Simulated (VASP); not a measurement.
# Si2W (P6_222) in VASP: notebook

The runs below take Si2W through single point, with PBE.

Everything below comes from runs of VASP 6.6.1. Logs are shortened: lines on timing, memory, paths and dates and some standing lists are left out, and cuts for length are marked.

## 1. The cell of the first run

The structure is hexagonal, space group P6_222 (No. 180). The conventional cell has a = 4.590 Å, b = 4.590 Å, c = 6.718 Å, α = 90.00°, β = 90.00°, γ = 120.00°. Within 3.5 Å of Si (site symmetry 2) lie 5 W at 2.48 to 2.74 Å and 9 Si at 2.49 to 3.43 Å. Within 3.3 Å of W (site symmetry 222) lie 10 Si at 2.48 to 2.74 Å and 4 W at 3.21 Å.

## 2. Single point, PBE

INCAR

```
SYSTEM = Si2W
PREC = Accurate
ENCUT = 520
EDIFF = 1E-6
ISMEAR = 0
SIGMA = 0.03
LREAL = .FALSE.
LASPH = .TRUE.
NELM = 100
ALGO = Normal
ISIF = 2
LWAVE = .FALSE.
LCHARG = .FALSE.
GGA = PE
NBANDS = 43
```

KPOINTS

```
Automatic mesh
0
G
  9 9 6
  0 0 0
```

POSCAR

```
Si2W
1.0
    4.5900641255      0.0000000000      0.0000000000
   -2.2950320628      3.9751121377      0.0000000000
    0.0000000000      0.0000000000      6.7175588476
Si W
6 3
Direct
    0.8113193831      0.6226387663      0.5000000000
    0.1886806169      0.8113193831      0.8333333333
    0.6226387663      0.8113193831      0.1666666667
    0.1886806169      0.3773612337      0.5000000000
    0.8113193831      0.1886806169      0.8333333333
    0.3773612337      0.1886806169      0.1666666667
    0.0000000000      0.5000000000      0.1666666667
    0.5000000000      0.5000000000      0.8333333333
    0.5000000000      0.0000000000      0.5000000000
```

Potentials or basis: VASP PAW PBE potentials, release 64 (Si, W_sv).

Run with:

```sh
> cat potpaw_PBE.64/Si/POTCAR potpaw_PBE.64/W_sv/POTCAR > POTCAR
> mpirun -np 1 vasp_std > vasp.out
```

OUTCAR:

```text
SYSTEM = Si2W
   PREC = Accurate
   ENCUT = 520
   EDIFF = 1E-6
   ISMEAR = 0
   LREAL = .FALSE.
   LASPH = .TRUE.
   NELM = 100
   ISIF = 2
   GGA = PE

 ion  position               nearest neighbor table
   1  0.811  0.623  0.500-   9 2.48   4 2.49   4 2.49   8 2.56   7 2.56   3 2.70   2 2.70   9 2.74
                             9 2.74   6 3.00   5 3.00   4 3.00
   2  0.189  0.811  0.833-   8 2.48   5 2.49   5 2.49   9 2.56   7 2.56   1 2.70   6 2.70   8 2.74
                             8 2.74   4 3.00   3 3.00   5 3.00
   3  0.623  0.811  0.167-   7 2.48   6 2.49   6 2.49   9 2.56   8 2.56   1 2.70   5 2.70   7 2.74
                             7 2.74   4 3.00   2 3.00   6 3.00
   4  0.189  0.377  0.500-   9 2.48   1 2.49   1 2.49   8 2.56   7 2.56   6 2.70   5 2.70   9 2.74
                             9 2.74   3 3.00   2 3.00   1 3.00
   5  0.811  0.189  0.833-   8 2.48   2 2.49   2 2.49   9 2.56   7 2.56   4 2.70   3 2.70   8 2.74
                             8 2.74   1 3.00   6 3.00   2 3.00
   6  0.377  0.189  0.167-   7 2.48   3 2.49   3 2.49   9 2.56   8 2.56   4 2.70   2 2.70   7 2.74
                             7 2.74   1 3.00   5 3.00   3 3.00
   7  0.000  0.500  0.167-   3 2.48   6 2.48   4 2.56   1 2.56   5 2.56   2 2.56   6 2.74   3 2.74
                             3 2.74   6 2.74   9 3.21   9 3.21   8 3.21   8 3.21
   8  0.500  0.500  0.833-   2 2.48   5 2.48   4 2.56   1 2.56   3 2.56   6 2.56   2 2.74   5 2.74
                             2 2.74   5 2.74   9 3.21   9 3.21   7 3.21   7 3.21
   9  0.500  0.000  0.500-   1 2.48   4 2.48   5 2.56   2 2.56   6 2.56   3 2.56   4 2.74   1 2.74
                             4 2.74   1 2.74   7 3.21   7 3.21   8 3.21   8 3.21

  LATTYP: Found a hexagonal cell.
 ALAT       =     4.5900641255
 C/A-ratio  =     1.4635000000

  Lattice vectors:

 A1 = (   4.5900641255,   0.0000000000,   0.0000000000)
 A2 = (  -2.2950320628,   3.9751121377,   0.0000000000)
 A3 = (   0.0000000000,   0.0000000000,   6.7175588476)

Analysis of symmetry for initial positions (statically):
=====================================================================
 Subroutine PRICEL returns:
 Original cell was already a primitive cell.

 Routine SETGRP: Setting up the symmetry group for a
 hexagonal supercell.

 Subroutine GETGRP returns: Found 12 space group operations
 (whereof  4 operations were pure point group operations)
 out of a pool of 24 trial point group operations.

The static configuration has the point symmetry D_2 .
 The point group associated with its full space group is D_6 .

Analysis of symmetry for dynamics (positions and initial velocities):
=====================================================================
 Subroutine PRICEL returns:
 Original cell was already a primitive cell.

 Routine SETGRP: Setting up the symmetry group for a
 hexagonal supercell.

 Subroutine GETGRP returns: Found 12 space group operations
 (whereof  4 operations were pure point group operations)
 out of a pool of 24 trial point group operations.

The dynamic configuration has the point symmetry D_2 .
 The point group associated with its full space group is D_6 .

 Subroutine INISYM returns: Found 12 space group operations
 (whereof  4 operations are pure point group operations),
 and found     1 'primitive' translations

----------------------------------------------------------------------------------------

                                     Primitive cell

  volume of cell :     122.5687

  direct lattice vectors                    reciprocal lattice vectors
     4.590064125  0.000000000  0.000000000     0.217861880  0.125782615  0.000000000
    -2.295032063  3.975112138  0.000000000     0.000000000  0.251565230  0.000000000
     0.000000000  0.000000000  6.717558848     0.000000000  0.000000000  0.148863601

  length of vectors
     4.590064125  4.590064126  6.717558848     0.251565230  0.251565230  0.148863601

  position of ions in fractional coordinates (direct lattice)
     0.811319383  0.622638766  0.500000000
     0.188680617  0.811319383  0.833333333
     0.622638766  0.811319383  0.166666667
     0.188680617  0.377361234  0.500000000
     0.811319383  0.188680617  0.833333333
     0.377361234  0.188680617  0.166666667
     1.000000000  0.500000000  0.166666667
     0.500000000  0.500000000  0.833333333
     0.500000000  0.000000000  0.500000000

  ion indices of the primitive-cell ions
   primitive index   ion index
                 1           1
                 2           2
                 3           3
                 4           4
                 5           5
                 6           6
                 7           7
                 8           8
                 9           9

----------------------------------------------------------------------------------------

 KPOINTS: Automatic mesh

Automatic generation of k-mesh.
 Grid dimensions read from file:
 generate k-points for:    9    9    6

 Generating k-lattice:

  Cartesian coordinates                     Fractional coordinates (reciprocal lattice)
     0.024206876  0.013975846  0.000000000     0.111111111 -0.000000000  0.000000000
     0.000000000  0.027951692  0.000000000     0.000000000  0.111111111  0.000000000
     0.000000000  0.000000000  0.024810600     0.000000000  0.000000000  0.166666667

  Length of vectors
     0.027951692  0.027951692  0.024810600

  Shift w.r.t. Gamma in fractional coordinates (k-lattice)
     0.000000000  0.000000000  0.000000000

 Subroutine IBZKPT returns following result:
 ===========================================

 Found     48 irreducible k-points:

 Following reciprocal coordinates:
            Coordinates               Weight
  0.000000  0.000000  0.000000      1.000000
  0.111111  0.000000  0.000000      6.000000
  0.222222 -0.000000  0.000000      6.000000
  0.333333  0.000000  0.000000      6.000000
  0.444444 -0.000000  0.000000      6.000000
  0.111111  0.111111  0.000000      6.000000
[... 16 lines left out ...]
  0.333333  0.222222  0.166667     24.000000
  0.333333  0.333333  0.166667      4.000000
 [... further k-points ...]
   k-points           NKPTS =     48   k-points in BZ     NKDIM =     48   number of bands    NBANDS=     43
   number of dos      NEDOS =    301   number of ions     NIONS =      9
   total plane-waves  NPLWV =  64800
   dimension x,y,z NGX =    36 NGY =   36 NGZ =   50
   dimension x,y,z NGXF=    72 NGYF=   72 NGZF=  100
   ions per type =               6   3
   NGX,Y,Z   is equivalent  to a cutoff of  13.04, 13.04, 12.37 a.u.
   NGXF,Y,Z  is equivalent  to a cutoff of  26.08, 26.08, 24.75 a.u.
 SYSTEM =  Si2W
   PREC   = accura    normal or accurate (medium, high low for compatibility)
   ISTART =      0    job   : 0-new  1-cont  2-samecut
   ICHARG =      2    charge: 1-file 2-atom 10-const
   ISPIN  =      1    spin polarized calculation?
   LNONCOLLINEAR =      F non collinear calculations
   LSORBIT =      F    spin-orbit coupling
   LASPH  =      T    aspherical Exc in radial PAW
   ENCUT  =  520.0 eV  38.22 Ry    6.18 a.u.   8.53  8.53 12.49*2*pi/ulx,y,z
   NELM   =    100;   NELMIN=  2; NELMDL= -5     # of ELM steps
   EDIFF  = 0.1E-05   stopping-criterion for ELM
   LREAL  =      F    real-space projection
   EDIFFG = 0.1E-04   stopping-criterion for IOM
   NSW    =      0    number of steps for IOM
   IBRION =     -1    ionic relax: 0-MD 1-quasi-New 2-CG
   NFREE  =      0    steps in history (QN), initial steepest desc. (CG)
   ISIF   =      2    stress and relaxation
   ISYM   =      2    0-nonsym 1-usesym 2-fastsym
   POTIM  = 0.5000    time-step for ionic-motion
   TEBEG  =    0.0;   TEEND  =   0.0 temperature during run
   PSTRESS=    0.0 pullay stress
   NELECT =      66.0000    total number of electrons
   NUPDOWN=      -1.0000    fix difference up-down
   EMIN   =  10.00;   EMAX   =-10.00  energy-range for DOS
   EFERMI =   0.00;   METHOD = LEGACY
   ISMEAR =     0;   SIGMA  =   0.03  broadening in eV -4-tet -1-fermi 0-gaus
   EFERMI_NEDOS =   21; number of points for ismear=-14 and -15
   IALGO  =     38    algorithm
   IMIX   =      4    mixing-type and parameters
     AMIX     =   0.40;   BMIX     =  1.00
     AMIX_MAG =   1.60;   BMIX_MAG =  1.00
  volume/ion in A,a.u.               =      13.62        91.90
  Fermi-wavevector in a.u.,A,eV,Ry     =   1.331873  2.516876 24.135194  1.773887
  Thomas-Fermi vector in A             =   2.460851
   LORBIT       =      0    0 simple, 1 ext, 2 COOP (PROOUT), +10 PAW based schemes
   GGA     = PE    functional components
   LHFCALC =     F    Hartree Fock is set to
   AEXX    =    0.0000 exact exchange contribution
   IVDW    =     0    specifies the selected vdW correction
   LEPSILON=     F    determine dielectric tensor
   LRPA    =     F    only Hartree local field effects (RPA)
 non-spin polarized calculation
 Gauss-broadening in eV      SIGMA  =   0.03
  energy-cutoff  :      520.00
  volume of cell :      122.57
 maximum number of plane-waves:      3343
 NGX is ok and might be reduce to    36
   NGX = 17   NGY = 17   NGZ = 25

 number of electron      66.0000004 magnetization

 Free energy of the ion-electron system (eV)
  ---------------------------------------------------
  ext. energy  EPLUGINS =         0.00000000
  ---------------------------------------------------
  free energy    TOTEN  =       -71.99702994 eV

  energy without entropy =      -71.99702994  energy(sigma->0) =      -71.99702994

 E-fermi :  12.0609     XC(G=0): -12.4490

 val. band max:       11.8745487861   @ k =   0.4444  -0.0000   0.5000
 cond. band min:      12.3043006621   @ k =   0.2222   0.1111   0.5000
 fundamental gap:      0.4297518760
 Fermi energy:        12.0609346765

 k-point     1 :       0.0000    0.0000    0.0000
  band No.  band energies     occupation
      1     -61.9606      2.00000
      2     -61.9487      2.00000
      3     -61.9487      2.00000
      4     -26.4516      2.00000
      5     -26.4148      2.00000
      6     -26.4148      2.00000
[... 35 lines left out ...]
     42      15.4554      0.00000
     43      15.8805      0.00000

 k-point     2 :       0.1111    0.0000    0.0000
  band No.  band energies     occupation
      1     -61.9602      2.00000
      2     -61.9490      2.00000
      3     -61.9486      2.00000
      4     -26.4555      2.00000
      5     -26.4173      2.00000
      6     -26.4138      2.00000
[... 35 lines left out ...]
     42      15.7216      0.00000
     43      15.9714      0.00000

 k-point     3 :       0.2222   -0.0000    0.0000
  band No.  band energies     occupation
      1     -61.9593      2.00000
      2     -61.9498      2.00000
      3     -61.9486      2.00000
      4     -26.4635      2.00000
      5     -26.4229      2.00000
      6     -26.4131      2.00000
[... 35 lines left out ...]
     42      16.0009      0.00000
     43      16.1526      0.00000

 k-point     4 :       0.3333    0.0000    0.0000
  band No.  band energies     occupation
      1     -61.9580      2.00000
      2     -61.9511      2.00000
      3     -61.9486      2.00000
      4     -26.4706      2.00000
      5     -26.4288      2.00000
      6     -26.4142      2.00000
[... 863 lines left out ...]
     42      15.4132      0.00000
     43      15.6306      0.00000

 k-point    23 :       0.3333    0.2222    0.1667
  band No.  band energies     occupation
      1     -61.9560      2.00000
      2     -61.9528      2.00000
      3     -61.9488      2.00000
      4     -26.4685      2.00000
      5     -26.4524      2.00000
      6     -26.3946      2.00000
[... 35 lines left out ...]
     42      15.2361      0.00000
     43      15.5311      0.00000

 k-point    24 :       0.3333    0.3333    0.1667
  band No.  band energies     occupation
      1     -61.9555      2.00000
      2     -61.9532      2.00000
      3     -61.9489      2.00000
      4     -26.4687      2.00000
      5     -26.4536      2.00000
      6     -26.3957      2.00000
[... 35 lines left out ...]
     42      14.9774      0.00000
     43      15.7732      0.00000

 [... further k-points ...]
[... 5 lines left out ...]
  --------------------------------------------------------------------------------------
  -------------------------------------------------------------------------------------
  Total        6.4124303      6.4124303      1.5537030     -0.0000000      0.0000000      0.0000000
  in kB       83.8211518     83.8211518     20.3094878     -0.0000000      0.0000000      0.0000000
  external PRESSURE =      62.6505972 kB  Pullay stress =       0.0000000 kB

 VOLUME and BASIS-vectors are now :
 -----------------------------------------------------------------------------
  energy-cutoff  :      520.00
  volume of cell :      122.57
      direct lattice vectors                 reciprocal lattice vectors
     4.590064125  0.000000000  0.000000000     0.217861880  0.125782615  0.000000000
    -2.295032063  3.975112138  0.000000000     0.000000000  0.251565230  0.000000000
     0.000000000  0.000000000  6.717558848     0.000000000  0.000000000  0.148863601

 POSITION                                       TOTAL-FORCE (eV/Angst)
 -----------------------------------------------------------------------------------
      2.29503      2.47506      3.35878        -0.000000      2.950525     -0.000000
     -0.99595      3.22509      5.59797        -2.555230      1.475263     -0.000000
      0.99595      3.22509      1.11959         2.555230      1.475263     -0.000000
      0.00000      1.50005      3.35878         0.000000     -2.950525     -0.000000
      3.29098      0.75003      5.59797         2.555230     -1.475263     -0.000000
      1.29908      0.75003      1.11959        -2.555230     -1.475263     -0.000000
     -1.14752      1.98756      1.11959        -0.000000     -0.000000     -0.000000
      1.14752      1.98756      5.59797        -0.000000      0.000000      0.000000
      2.29503      0.00000      3.35878         0.000000      0.000000     -0.000000
 -----------------------------------------------------------------------------------
    total drift:                               -0.000000     -0.000000      0.000000

  FREE ENERGIE OF THE ION-ELECTRON SYSTEM (eV)
  ---------------------------------------------------
  free  energy   TOTEN  =       -71.9970299395 eV

  energy  without entropy=      -71.9970299395  energy(sigma->0) =      -71.99702994
```

Run time: 5.8 min. Hardware: 1 thread of AMD EPYC 7R13, shared host; peak memory 0.33 GiB.

What came out:

| Quantity | Value |
| --- | --- |
| Free energy | -71.9970 eV |
| Pressure | 6.3 GPa |
| Largest force | 2.951 eV/Å |
| Band gap on the k mesh | 0.43 eV (least direct gap 0.79 eV) |

Forces in eV/Å, atoms in the order of the input:
```
Si   0.000  2.951  0.000
Si  -2.555  1.475  0.000
Si   2.555  1.475  0.000
Si   0.000 -2.951  0.000
Si   2.555 -1.475  0.000
Si  -2.555 -1.475  0.000
W    0.000  0.000  0.000
W    0.000  0.000  0.000
W    0.000  0.000  0.000
```

Caveat: the cell stands under pressure; spin-orbit coupling is left out, which moves the levels of the heavy elements; an odd mesh through Γ misses points on the zone boundary, where band edges can lie; forces of over 1 eV/Å act on the atoms, so gaps and moduli don't describe the material at rest.

## 3. Single point, PBE

INCAR is that of step 2.

KPOINTS is that of step 2.

POSCAR

```
Si2W
1.0
    4.5661651910      0.0000000000      0.0000000000
   -2.2830825955      3.9544150533      0.0000000000
    0.0000000000      0.0000000000      6.7880611730
Si W
6 3
Direct
    0.8551111253      0.7102222506      0.5000000000
    0.1448888747      0.8551111253      0.8333333333
    0.7102222506      0.8551111253      0.1666666667
    0.1448888747      0.2897777494      0.5000000000
    0.8551111253      0.1448888747      0.8333333333
    0.2897777494      0.1448888747      0.1666666667
    0.0000000000      0.5000000000      0.1666666667
    0.5000000000      0.5000000000      0.8333333333
    0.5000000000      0.0000000000      0.5000000000
```

Potentials or basis: VASP PAW PBE potentials, release 64 (Si, W_sv).

Run with:

```sh
> cat potpaw_PBE.64/Si/POTCAR potpaw_PBE.64/W_sv/POTCAR > POTCAR
> mpirun -np 1 vasp_std > vasp.out
```

Run time: 1.8 min. Hardware: 1 thread of Intel Xeon 6975P-C (Granite Rapids), shared host; peak memory 0.35 GiB.

Results (log left out):

* Free energy: -72.3974 eV
* Pressure: 3.7 GPa
* Largest force: 3.286 eV/Å
* Band gap on the k mesh: zero (bands 33 and 34 overlap by 0.30 eV)

Forces on the atoms (eV/Å):
```
Si   0.000 -3.286  0.000
Si   2.846 -1.643  0.000
Si  -2.846 -1.643  0.000
Si   0.000  3.286  0.000
Si  -2.846  1.643  0.000
Si   2.846  1.643  0.000
W    0.000  0.000  0.000
W    0.000  0.000  0.000
W    0.000  0.000  0.000
```

Stress tensor (GPa, compression positive):
```
 8.29  0.00  0.00
 0.00  8.29  0.00
 0.00  0.00 -5.59
```

Levels at points of the mesh, in eV from the Fermi level:
| k point | band 31 | band 32 | band 33 | band 34 | band 35 | band 36 |
| --- | --- | --- | --- | --- | --- | --- |
| (0.00, 0.00, 0.00) | -2.54 | -1.35 | -0.39 | 1.52 | 1.52 | 2.32 |
| (0.00, 0.00, 0.50) | -1.72 | -0.55 | -0.55 | 1.68 | 1.68 | 2.38 |

Caveat: the cell stands under pressure; spin-orbit coupling is left out, which moves the levels of the heavy elements; forces of over 1 eV/Å act on the atoms, so gaps and moduli don't describe the material at rest.

(Part 1 of 2 ends here.)
